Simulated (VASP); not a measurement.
The system is SnS3.

```
Sn S
1.0
     0.00000    3.71363    3.71363
     3.71363    0.00000    3.71363
     3.71363    3.71363    0.00000
Sn S
1 3
Direct
  0.50000 0.50000 0.50000
  0.00000 0.00000 0.00000
  0.25000 0.25000 0.25000
  0.75000 0.75000 0.75000
```

| Quantity | Value |
| --- | --- |
| Program | VASP 6.6.1 |
| Task | relaxation of cell and atoms |
| Functional | PBE |
| Potentials or basis | VASP PAW PBE potentials, release 64 (Sn_d, S) |
| Cutoff | 600 eV |
| k mesh | 4 × 4 × 4 |
| Occupations | gaussian, width 0.1 eV |
| Spin | no spin polarisation |

At the start: pressure -9.8 GPa; volume 25.61 Å³/atom.

**Question.** Where does the relaxation end?

**Answer.** Over 4 steps the energy falls by 271.9 meV/atom and the volume is 18.91 Å³/atom (-26.2 %); space group Fm-3m (No. 225, to 0.05 Å).

Step by step:
| step | energy change (eV) | largest force (eV/Å) | pressure (GPa) | volume (Å³) |
| --- | --- | --- | --- | --- |
| 1 | 0.0000 | 0.0000 | -9.85 | 102.43 |
| 2 | -1.0258 | 0.0000 | -3.63 | 80.83 |
| 3 | -1.0868 | 0.0000 | -0.42 | 76.19 |
| 4 | -1.0875 | 0.0000 | 0.03 | 75.64 |

Final structure:
```cif
data_structure
_symmetry_space_group_name_H-M 'P 1'
_symmetry_Int_Tables_number 1
_cell_length_a 4.7471
_cell_length_b 4.7471
_cell_length_c 4.7471
_cell_angle_alpha 60.000
_cell_angle_beta 60.000
_cell_angle_gamma 60.000
_cell_volume 75.64
loop_
_atom_site_label
_atom_site_type_symbol
_atom_site_fract_x
_atom_site_fract_y
_atom_site_fract_z
_atom_site_occupancy
Sn1 Sn 0.50000 0.50000 0.50000 1
S1 S 0.00000 0.00000 0.00000 1
S2 S 0.25000 0.25000 0.25000 1
S3 S 0.75000 0.75000 0.75000 1
```

Caveat: the k points lie up to 0.41 Å⁻¹ apart in the final cell; the volume moved by over 15 % at a fixed basis, so the end points are rough.
